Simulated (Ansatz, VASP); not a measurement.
# VO2: VASP beside Ansatz

```
CELL_PARAMETERS angstrom
4.50720 0.00000 0.00000
0.00000 4.50720 0.00000
0.00000 0.00000 3.04445
ATOMIC_POSITIONS crystal
V 0.50000 0.50000 0.50000
V 0.00000 0.00000 0.00000
O 0.20036 0.79964 0.50000
O 0.79964 0.20036 0.50000
O 0.70036 0.70036 0.00000
O 0.29964 0.29964 0.00000
```

Alike in both runs: task single point; functional LDA; k mesh 6 × 6 × 9; occupations fermi-dirac, width 0.05 eV; collinear spin.

|  | VASP | Ansatz |
| --- | --- | --- |
| version | VASP 6.6.1 | Ansatz 0.2.0 |
| potentials or method | VASP PAW LDA potentials, release 64 (V_sv, O) | PseudoDojo standard (LDA files) |
| plane-wave cutoff (eV) | 600 | 1143 |
| valence electrons in the cell | 50 | 50 |

Ansatz gave:

```
gap on the k mesh at the Fermi level (eV)                     : none
net moment per atom (μB)                                      : 0.33
size of the moment on the site where the two differ most (μB) : 0.84
```

Q: What did VASP give for the same quantities?

A: gap on the k mesh at the Fermi level (eV): none; net moment per atom (μB): 0.33; size of the moment on the site where the two differ most (μB): 1.03.

LDA's correlation is that of Perdew and Zunger in VASP and of Perdew and Wang (1992) in Ansatz. Site moments also hang on the region over which each program counts them. A gap of «none» marks a metal or a gap that the smearing closes.
